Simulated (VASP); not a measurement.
Wanted: the native input for a VASP 6.6.1 run.

```
Task                   : single point
Functional             : r2SCAN
Potentials or basis    : VASP PAW PBE potentials, release 64 (Ga_d, N)
Cutoff                 : 520 eV
k mesh                 : 8 × 8 × 8
Occupations            : gaussian, width 0.01 eV
Spin                   : no spin polarisation
Dipole correction      : no
Further INCAR settings : ALGO = Normal; EDIFF = 1e-07; NBANDS = 16
```

Crystal: GaN.

```
CELL_PARAMETERS angstrom
0.00000 2.25350 2.25350
2.25350 0.00000 2.25350
2.25350 2.25350 0.00000
ATOMIC_POSITIONS crystal
Ga 0.00000 0.00000 0.00000
N 0.75000 0.75000 0.75000
```

One way to write it, as run:

POSCAR

```
GaN
1.0
    0.0000000000      2.2535006100      2.2535006100
    2.2535006100      0.0000000000      2.2535006100
    2.2535006100      2.2535006100      0.0000000000
Ga N
1 1
Direct
    0.0000000000      0.0000000000      0.0000000000
    0.7500000000      0.7500000000      0.7500000000
```

INCAR.step1

```
SYSTEM = GaN
ALGO = Normal ; EDIFF = 1E-4
ENCUT = 520 ; GGA = PE
ISMEAR = 0 ; LASPH = .True.
LCHARG = .False. ; LREAL = .False.
LWAVE = .True. ; NBANDS = 16
NELM = 80 ; PREC = Accurate
SIGMA = 0.01
```

INCAR.step2

```
SYSTEM = GaN
ALGO = Normal ; EDIFF = 1E-7
ENCUT = 520 ; ISIF = 2
ISMEAR = 0 ; ISTART = 1
LASPH = .True. ; LCHARG = .False.
LMIXTAU = .True. ; LREAL = .False.
LWAVE = .False. ; METAGGA = R2SCAN
NBANDS = 16 ; NELM = 80
PREC = Accurate ; SIGMA = 0.01
```

KPOINTS

```
k-points
0
Gamma
  8 8 8
  0 0 0
```

Potentials or basis: VASP PAW PBE potentials, release 64 (Ga_d, N).

Run with:

```bash
$ cat potpaw_PBE.64/Ga_d/POTCAR potpaw_PBE.64/N/POTCAR > POTCAR
$ cp INCAR.step1 INCAR
$ mpirun -np 1 vasp_std > vasp.out
$ cp INCAR.step2 INCAR
$ mpirun -np 1 vasp_std > vasp.out
```

It gave:

```json
{"Pressure": "-0.1 GPa", "Band gap on the k mesh": "2.12 eV, direct"}
```

Caveat: the PAW data sets were made with another functional, which shifts forces and pressure a little.

Wall time 53 s on 1 thread of Intel(R) Xeon(R) Platinum 8488C (Sapphire Rapids), with other jobs on the host, peak memory 0.15 GiB.
